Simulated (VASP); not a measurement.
# Al2O3 (P-6m2) in VASP: further runs, part 2 of 2

VASP 6.6.1.

**3. Single point, LDA**

INCAR

```
  ALGO = Normal
  EDIFF = 1E-6
  ENCUT = 600
  GGA = CA
  GGA_COMPAT = F
  ISIF = 2
  ISMEAR = 0
  LASPH = T
  LCHARG = F
  LREAL = F
  LWAVE = F
  NBANDS = 20
  NELM = 120
  PREC = Accurate
  SIGMA = 0.01
```

KPOINTS

```
k-points
0
Gamma
  12 12 2
```

POSCAR

```
Al2O3
1.0
    2.8843250000      0.0000000000      0.0000000000
   -1.4421625000      2.4978987228      0.0000000000
    0.0000000000      0.0000000000      9.3367540000
Al O
2 3
Direct
    0.0000000000      0.0000000000      0.1499920000
    0.0000000000      0.0000000000      0.8500080000
    0.3333333333      0.6666666667      0.2223170000
    0.3333333333      0.6666666667      0.7776830000
    0.6666666667      0.3333333333      0.0000000000
```

Potentials or basis: VASP PAW LDA potentials, release 64 (Al, O).

Run with:

```
> cat potpaw_LDA.64/Al/POTCAR potpaw_LDA.64/O/POTCAR > POTCAR
> mpirun -np 1 vasp_std > vasp.out
```

OUTCAR:

```text
EDIFF = 1E-6
   ENCUT = 600
   GGA = CA
   ISIF = 2
   ISMEAR = 0
   LASPH = T
   LREAL = F
   NELM = 120
   PREC = Accurate

 ion  position               nearest neighbor table
   1  0.000  0.000  0.150-   3 1.80   3 1.80   3 1.80   5 2.18   5 2.18   5 2.18   2 2.80
   2  0.000  0.000  0.850-   4 1.80   4 1.80   4 1.80   5 2.18   5 2.18   5 2.18   1 2.80
   3  0.333  0.667  0.222-   1 1.80   1 1.80   1 1.80
   4  0.333  0.667  0.778-   2 1.80   2 1.80   2 1.80
[... 758 lines left out ...]
  --------------------------------------------------------------------------------------
  -------------------------------------------------------------------------------------
  Total       -3.0673203     -3.0673203     -2.1799512     -0.0000000      0.0000000     -0.0000000
  in kB      -73.0558127    -73.0558127    -51.9209246     -0.0000000      0.0000000     -0.0000000
  external PRESSURE =     -66.0108500 kB  Pullay stress =       0.0000000 kB

 VOLUME and BASIS-vectors are now :
 -----------------------------------------------------------------------------
  energy-cutoff  :      600.00
  volume of cell :       67.27
      direct lattice vectors                 reciprocal lattice vectors
     2.884325000  0.000000000  0.000000000     0.346701568  0.200168244  0.000000000
    -1.442162500  2.497898723  0.000000000     0.000000000  0.400336487  0.000000000
     0.000000000  0.000000000  9.336754000     0.000000000  0.000000000  0.107103604

 POSITION                                       TOTAL-FORCE (eV/Angst)
 -----------------------------------------------------------------------------------
      0.00000      0.00000      1.40044        -0.000000     -0.000000      0.019212
      0.00000      0.00000      7.93632        -0.000000     -0.000000     -0.019212
     -0.00000      1.66527      2.07572         0.000000      0.000000     -0.501315
     -0.00000      1.66527      7.26103         0.000000     -0.000000      0.501315
      1.44216      0.83263      0.00000        -0.000000     -0.000000      0.000000
 -----------------------------------------------------------------------------------
    total drift:                                0.000000     -0.000000      0.000000

  FREE ENERGIE OF THE ION-ELECTRON SYSTEM (eV)
  ---------------------------------------------------
  free  energy   TOTEN  =       -40.1029141127 eV

  energy  without entropy=      -40.1029141127  energy(sigma->0) =      -40.10291411
```

OSZICAR:

```text
N       E                     dE             d eps       ncg     rms          rms(c)
DAV:   1     0.127048853307E+03    0.12705E+03   -0.13228E+04  1520   0.121E+03
DAV:   2    -0.357466882936E+02   -0.16280E+03   -0.15863E+03  1868   0.261E+02
DAV:   3    -0.446655335407E+02   -0.89188E+01   -0.88864E+01  2024   0.629E+01
DAV:   4    -0.447593447403E+02   -0.93811E-01   -0.93774E-01  1908   0.700E+00
DAV:   5    -0.447606218121E+02   -0.12771E-02   -0.12770E-02  1948   0.789E-01    0.127E+01
DAV:   6    -0.402748846230E+02    0.44857E+01   -0.14474E+01  1676   0.269E+01    0.476E+00
DAV:   7    -0.401888909475E+02    0.85994E-01   -0.46162E-01  1780   0.471E+00    0.247E+00
DAV:   8    -0.401180063227E+02    0.70885E-01   -0.57523E-02  1960   0.210E+00    0.883E-01
DAV:   9    -0.401017591282E+02    0.16247E-01   -0.16045E-02  1996   0.111E+00    0.167E-01
DAV:  10    -0.401017110156E+02    0.48113E-04   -0.28966E-03  1848   0.357E-01    0.135E-01
DAV:  11    -0.401025939262E+02   -0.88291E-03   -0.29012E-03  1788   0.513E-01    0.860E-02
DAV:  12    -0.401027800924E+02   -0.18617E-03   -0.49213E-04  1768   0.154E-01    0.570E-02
DAV:  13    -0.401029095324E+02   -0.12944E-03   -0.31220E-04  1764   0.124E-01    0.217E-02
DAV:  14    -0.401029134647E+02   -0.39323E-05   -0.24225E-05  1944   0.491E-02    0.649E-03
DAV:  15    -0.401029141127E+02   -0.64794E-06   -0.51035E-06  1888   0.161E-02
   1 F= -.40102914E+02 E0= -.40102914E+02  d E =-.858513E-14
```

stdout:

```text
POSCAR found type information on POSCAR AlO
 POSCAR found :  2 types and       5 ions
 scaLAPACK will be used
 LDA part: xc-table for (Slater(with rela. corr.)+CA(PZ))
 , standard interpolation
 POSCAR, INCAR and KPOINTS ok, starting setup
 FFT: planning ... GRIDC
 FFT: planning ... GRID_SOFT
 FFT: planning ... GRID
 WAVECAR not read
 entering main loop
```

It took 76 s on 1 thread of Intel Xeon 8259CL, shared host; peak memory 0.19 GiB.

What came out:

* Free energy: -40.1029 eV
* Pressure: -6.6 GPa
* Largest force: 0.501 eV/Å
* Band gap on the k mesh: 4.75 eV (least direct gap 4.99 eV)

Forces in eV/Å, atoms in the order of the input:
```
Al   0.000  0.000  0.019
Al   0.000  0.000 -0.019
O    0.000  0.000 -0.501
O    0.000  0.000  0.501
O    0.000  0.000  0.000
```

Stress tensor (GPa, compression positive):
```
-7.31  0.00  0.00
 0.00 -7.31  0.00
 0.00  0.00 -5.19
```

Caveat: the cell stands under tension.

**4. Single point, PBEsol**

INCAR

```
  PREC = Accurate
  ENCUT = 600
  EDIFF = 1E-6
  ISMEAR = 0
  SIGMA = 0.01
  LREAL = F
  LASPH = T
  NELM = 120
  ALGO = Normal
  ISIF = 2
  LWAVE = F
  LCHARG = F
  GGA = PS
  NBANDS = 20
  GGA_COMPAT = F
```

KPOINTS

```
Automatic mesh
0
Gamma
  12 12 2
```

POSCAR is that of step 3.

Potentials or basis: VASP PAW PBE potentials, release 64 (Al, O).

Run with:

```
> cat potpaw_PBE.64/Al/POTCAR potpaw_PBE.64/O/POTCAR > POTCAR
> mpirun -np 1 vasp_std > vasp.out
```

It took 99 s on 1 thread of Intel Xeon 8259CL, shared host; peak memory 0.22 GiB.

It converged, with:

```
Free energy            : -38.1395 eV
Pressure               : -2.9 GPa
Largest force          : 0.146 eV/Å
Band gap on the k mesh : 4.74 eV (least direct gap 4.98 eV)
```

Forces on the atoms (eV/Å):
```
Al   0.000  0.000 -0.085
Al   0.000  0.000  0.085
O    0.000  0.000 -0.146
O    0.000  0.000  0.146
O    0.000  0.000  0.000
```

Stress tensor (GPa, compression positive):
```
-3.22  0.00  0.00
 0.00 -3.22  0.00
 0.00  0.00 -2.33
```

Levels at points of the mesh, in eV from the valence-band top:
```
           k point  band 8  band 9  band 10  band 11  band 12  band 13  band 14  band 15  band 16  band 17
(0.00, 0.00, 0.00)   -1.25   -1.25    -0.52    -0.52    -0.24     4.74     7.42     7.75     9.19    12.94
(0.50, 0.00, 0.00)   -2.24   -1.98    -1.00    -0.82    -0.58     7.70     8.77     8.92    10.89    12.09
(0.00, 0.00, 0.50)   -1.25   -1.25    -0.52    -0.52    -0.29     4.87     7.04     7.86     9.52    12.72
(0.50, 0.00, 0.50)   -2.24   -1.98    -1.00    -0.83    -0.57     7.71     8.73     8.97    10.68    12.51
```

Caveat: the PAW data sets were made with another functional, which shifts forces and pressure a little. A k mesh can miss the band edges.

**5. The runs side by side**

```csv
level,potentials or basis,gap on the mesh (eV),pressure (GPa),largest force (eV/Å)
BLYP,"VASP PAW PBE potentials, release 64 (Al, O)",4.97,2.4,0.24
LDA,"VASP PAW LDA potentials, release 64 (Al, O)",4.75,-6.6,0.50
PBEsol,"VASP PAW PBE potentials, release 64 (Al, O)",4.74,-2.9,0.15
```

Alike in all rows: task single point; no spin polarisation; cell as given; k mesh 12 × 12 × 2; cutoff (eV) 600; smearing gaussian 0.01 eV.

Caveats: the PAW data sets were made with another functional, which shifts forces and pressure a little (at least some runs); the cell stands under tension (at least some runs).

Absolute energies hang on the potentials; compare differences alone.
